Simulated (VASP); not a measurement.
A run of VASP 6.6.1 is set up as follows.

INCAR

```
ALGO = Normal
EDIFF = 1E-6
EDIFFG = -0.01
ENCUT = 520
GGA = PE
IBRION = 2
ISIF = 2
ISMEAR = 0
LASPH = True
LCHARG = False
LREAL = False
LWAVE = False
NELM = 80
NSW = 50
PREC = Accurate
SIGMA = 0.05
```

KPOINTS

```
k-points
0
Gamma
  9 9 6
```

File POSCAR:

```
AlN
1.0
    3.1612000000      0.0000000000      0.0000000000
   -1.5806000000      2.7376795064      0.0000000000
    0.0000000000      0.0000000000      5.2176000000
Al N
2 2
Direct
    0.3333333333      0.6666666667      0.0017290859
    0.6666666667      0.3333333333      0.5017290859
    0.3333333333      0.6666666667      0.3832709141
    0.6666666667      0.3333333333      0.8832709141
```

Potentials or basis: VASP PAW PBE potentials, release 64 (Al, N).

Command:

```sh
$ cat potpaw_PBE.64/Al/POTCAR potpaw_PBE.64/N/POTCAR > POTCAR
$ mpirun -np 1 vasp_std > vasp.out
```

Task: Predict the band gap on the k mesh.

Result: 3.62 eV.

Task: Estimate the energy gained by relaxing.

Result: 1.1 meV/atom.

The path:
```csv
step,energy change (eV),largest force (eV/Å),pressure (GPa)
1,0.0000,0.2013,-9.98
2,-0.0044,0.0228,-10.12
3,-0.0045,0.0001,-10.13
```

As with any semilocal functional, this PBE gap is likely too small.
